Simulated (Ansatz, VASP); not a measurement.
**Two plane-wave programs on GaN**

Contents of INCAR:

```
SYSTEM = GaN
  PREC = Accurate
  ENCUT = 520
  EDIFF = 1E-6
  ISMEAR = 0
  SIGMA = 0.05
  LREAL = .FALSE.
  LASPH = .TRUE.
  NELM = 60
  ALGO = Normal
  ISIF = 2
  LWAVE = .FALSE.
  LCHARG = .FALSE.
  GGA = B5
  ALDAX = 1.0
  AGGAX = 1.0
  AGGAC = 1.0
  ALDAC = 0.0
  NBANDS = 16
```

KPOINTS

```
regular mesh
0
G
  10 10 10
  0 0 0
```

POSCAR

```
GaN
1.0
    0.0000000000      1.9925010849      1.9925010849
    1.9925010849      0.0000000000      1.9925010849
    1.9925010849      1.9925010849      0.0000000000
Ga N
1 1
Direct
    0.5000000000      0.5000000000      0.5000000000
    0.0000000000      0.0000000000      0.0000000000
```

Input for Ansatz:

```yaml
crystal:
  lattice:
    - [0.0, 1.9925010849, 1.9925010849]
    - [1.9925010849, 0.0, 1.9925010849]
    - [1.9925010849, 1.9925010849, 0.0]
  atoms:
    - { symbol: Ga, position: [0.5, 0.5, 0.5] }
    - { symbol: "N", position: [0.0, 0.0, 0.0] }
basis:
  ecutwfc: 420
  ecutrho_ratio: 4
kpoints:
  mp_grid: { grid: [10, 10, 10] }
hamiltonian:
  xc: blyp
scf:
  occupations: { method: gaussian, width: 0.05 }
output:
  forces: true
  stress: true
  eigenvalues: true
```

Alike in both runs: task single point; functional BLYP; k mesh 10 × 10 × 10; occupations gaussian, width 0.05 eV; no spin polarisation.

|  | VASP | Ansatz |
| --- | --- | --- |
| version | VASP 6.6.1 | Ansatz 0.2.0 |
| potentials or method | VASP PAW PBE potentials, release 64 (Ga_d, N), cutoff 520 eV | scalar-relativistic, plane waves, PAW |
| valence electrons in the cell | 18 | 18 |

```csv
,VASP,Ansatz,Ansatz less VASP
gap on the k mesh at the Fermi level (eV),1.77,1.76,-0.014
least direct gap on the mesh (eV),5.30,5.28,-0.021
```

VASP's potentials were made for PBE, not for BLYP.
